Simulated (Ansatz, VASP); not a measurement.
**One calculation of SnO2, two programs**

File POSCAR:

```
SnO2
1.0
    1.6170930800      0.9336291200      4.8005925800
   -1.6170930800      0.9336291200      4.8005925800
    0.0000000000     -1.8672582400      4.8005925800
Sn O
1 2
Direct
    0.5000000007      0.5000000007      0.5000000007
    0.2371700002      0.2371700002      0.2371700002
    0.7628300005      0.7628300005      0.7628300005
```

Contents of INCAR.step1:

```
SYSTEM = SnO2
PREC = Accurate ; ENCUT = 660
ISMEAR = 0 ; SIGMA = 0.01
LREAL = .FALSE. ; LASPH = .TRUE.
NELM = 120 ; NBANDS = 20
GGA = PE ; ALGO = Normal
EDIFF = 1E-5 ; LWAVE = .TRUE.
LCHARG = .FALSE. ; GGA_COMPAT = .FALSE.
```

Contents of INCAR.step2:

```
SYSTEM = SnO2
PREC = Accurate ; ENCUT = 660
EDIFF = 1E-6 ; ISMEAR = 0
SIGMA = 0.01 ; LREAL = .FALSE.
LASPH = .TRUE. ; NELM = 120
ALGO = Normal ; ISIF = 2
LWAVE = .FALSE. ; LCHARG = .FALSE.
METAGGA = R2SCAN ; LMIXTAU = .TRUE.
NBANDS = 20 ; ISTART = 1
GGA_COMPAT = .FALSE.
```

KPOINTS

```
regular mesh
0
G
  8 8 8
  0 0 0
```

Input for Ansatz:

```yaml
crystal:
  lattice:
    - [1.61709308, 0.93362912, 4.80059258]
    - [-1.61709308, 0.93362912, 4.80059258]
    - [0.0, -1.86725824, 4.80059258]
  atoms:
    - { symbol: Sn, position: [0.5000000006943587, 0.5000000006943587, 0.5000000006943587] }
    - { symbol: O, position: [0.2371700002363736, 0.2371700002363736, 0.2371700002363736] }
    - { symbol: O, position: [0.7628300004579852, 0.7628300004579852, 0.7628300004579852] }
kpoints:
  mp_grid:
    grid: [8, 8, 8]
hamiltonian:
  xc: r2scan
scf:
  occupations:
    method: fixed
output:
  stress: true
```

Alike in both runs: task single point; functional r2SCAN; k mesh 8 × 8 × 8; no spin polarisation.

```csv
,VASP,Ansatz
version,VASP 6.6.1,Ansatz 0.2.0
potentials or method,"VASP PAW PBE potentials, release 64 (Sn_d, O)","plane waves, PAW"
plane-wave cutoff (eV),660,500
occupations,"gaussian, width 0.01 eV",fixed
valence electrons in the cell,26,26
```

|  | VASP | Ansatz | Ansatz less VASP |
| --- | --- | --- | --- |
| pressure (GPa) | -6.4 | -7.2 | -0.76 |
| traceless stress, the component that is largest in VASP (GPa) | 0.52 | 1.07 | +0.547 |

VASP's potentials were made for PBE, not for r2SCAN.
